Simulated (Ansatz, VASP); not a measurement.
## PbO2: VASP beside Ansatz

The input INCAR:

```
ALGO = Normal
EDIFF = 1E-6
ENCUT = 520
GGA = PS
ISIF = 2
ISMEAR = 0
LASPH = T
LCHARG = F
LREAL = F
LWAVE = F
NBANDS = 35
NELM = 60
PREC = Accurate
SIGMA = 0.1
```

Contents of KPOINTS:

```
k-points
0
Gamma
  8 8 10
```

The input POSCAR:

```
PbO2
1.0
    4.9223017899      0.0000000000      0.0000000000
    0.0000000000      5.0466765895      0.0000000000
    0.0000000000      0.0000000000      3.4126316228
Pb O
2 4
Direct
    0.0000000000      0.0000000000      0.0000000000
    0.5000000000      0.5000000000      0.5000000000
    0.2902238795      0.3243990437      0.0000000000
    0.2097761205      0.8243990437      0.5000000000
    0.7097761205      0.6756009563      0.0000000000
    0.7902238795      0.1756009563      0.5000000000
```

Input for Ansatz:

```yaml
crystal:
  lattice:
    - [4.9223017899, 0.0, 0.0]
    - [0.0, 5.0466765895, 0.0]
    - [0.0, 0.0, 3.4126316228]
  atoms:
    - { symbol: Pb, position: [0.0, 0.0, 0.0] }
    - { symbol: Pb, position: [0.5, 0.5, 0.5] }
    - { symbol: O, position: [0.2902238795, 0.3243990437, 0.0] }
    - { symbol: O, position: [0.2097761205, 0.8243990437, 0.5] }
    - { symbol: O, position: [0.7097761205, 0.6756009563, 0.0] }
    - { symbol: O, position: [0.7902238795, 0.1756009563, 0.5] }
basis:
  ecutwfc: 420
kpoints:
  mp_grid: { grid: [8, 8, 10] }
  band_path: { path: [VBM, CBM], npoints: 2 }
hamiltonian:
  xc: pbesol
scf:
  occupations: { method: gaussian, width: 0.1 }
output:
  forces: true
  stress: true
  eigenvalues: true
checkpoint:
  read: start.run
  write: ck
  compress: false
  write_wavefunctions: false
  write_every: 100000
```

Alike in both runs: task single point; functional PBEsol; k mesh 8 × 8 × 10; occupations gaussian, width 0.1 eV; no spin polarisation.

```csv
,VASP,Ansatz
version,VASP 6.6.1,Ansatz 0.2.0
potentials or method,"VASP PAW PBE potentials, release 64 (Pb_d, O), cutoff 520 eV","scalar-relativistic, plane waves, PAW"
valence electrons in the cell,52,52
```

Ansatz gave:

- gap on the k mesh at the Fermi level (eV): 0.17
- least direct gap on the mesh (eV): 0.28
- pressure (GPa): 0.2
- traceless stress, the component that is largest in VASP (GPa): 0.38
- rms of the force components (eV/Å): 0.000

Question: What did VASP give for the same quantities?

Answer: gap on the k mesh at the Fermi level (eV): 0.17; least direct gap on the mesh (eV): 0.28; pressure (GPa): 0.4; traceless stress, the component that is largest in VASP (GPa): 0.32; rms of the force components (eV/Å): 0.004.

VASP's potentials were made for PBE, not for PBEsol. Atom by atom the forces differ by 0.004 eV/Å (rms over components). With one functional, cell and mesh, what is left measures potentials, basis and numerics.

Neither program's run includes spin-orbit coupling.
